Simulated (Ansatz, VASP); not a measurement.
## V: VASP beside Ansatz

```xyz
7
Lattice="2.9582 0.0000 0.0000 1.4791 2.0918 0.0000 0.0000 0.0000 28.5506" Properties=species:S:1:pos:R:3 pbc="T T T"
V     0.0000    0.0000    8.1277
V     1.4791    0.0000   10.0962
V     0.0000    0.0000   12.1946
V     1.4791    0.0000   14.2753
V     0.0000    0.0000   16.3560
V     1.4791    0.0000   18.4544
V     0.0000    0.0000   20.4230
```

Alike in both runs: functional PBEsol; k mesh 16 × 16 × 1; no spin polarisation.

Ansatz relaxed the structure, and its values are those at the end. VASP's run is a single point on that final structure, the one shown.

```csv
,VASP,Ansatz
version,VASP 6.6.1,Ansatz 0.2.0
potentials or method,"VASP PAW PBE potentials, release 64 (V_sv)","plane-wave PAW, scalar-relativistic"
plane-wave cutoff (eV),520,420
occupations,"methfessel-paxton of order 1, width 0.1 eV","cold, width 0.1 eV"
valence electrons in the cell,91,91
```

```tsv
	VASP	Ansatz	Ansatz less VASP
rms of the force components (eV/Å)	0.005	0.001	-0.0039
work function, face that differs most (eV)	4.86	4.86	+0.007
```

VASP's potentials were made for PBE, not for PBEsol.
